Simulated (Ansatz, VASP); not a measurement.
Two plane-wave programs on SiMo3

```
Si Mo
1.0
     3.26530    0.00000    0.00000
     0.00000    3.26530    0.00000
     0.00000    0.00000    5.65102
Si Mo
1 3
Direct
  0.00000 0.00000 0.00000
  0.50000 0.50000 0.23276
  0.50000 0.50000 0.76724
  0.00000 0.00000 0.50000
```

Change from the starting cell: species swapped into the HgPb3 type (P4/mmm, No. 123).

Alike in both runs: task single point; functional PBE; k mesh 6 × 6 × 4; occupations gaussian, width 0.1 eV; no spin polarisation.

|  | VASP | Ansatz |
| --- | --- | --- |
| version | VASP 6.6.1 | Ansatz 0.2.0 |
| potentials or method | VASP PAW PBE potentials, release 64 (Si, Mo_sv), cutoff 500 eV | scalar-relativistic, plane waves, PAW |
| valence electrons in the cell | 46 | 46 |

|  | VASP | Ansatz | Ansatz less VASP |
| --- | --- | --- | --- |
| gap on the k mesh at the Fermi level (eV) | none | none | - |
| pressure (GPa) | 0.2 | -0.2 | -0.38 |
| traceless stress, the component that is largest in VASP (GPa) | -0.42 | -0.46 | -0.042 |
| rms of the force components (eV/Å) | 0.096 | 0.094 | -0.0021 |

Atom by atom the forces differ by 0.002 eV/Å (rms over components). A gap of «none» marks a metal or a gap that the smearing closes.
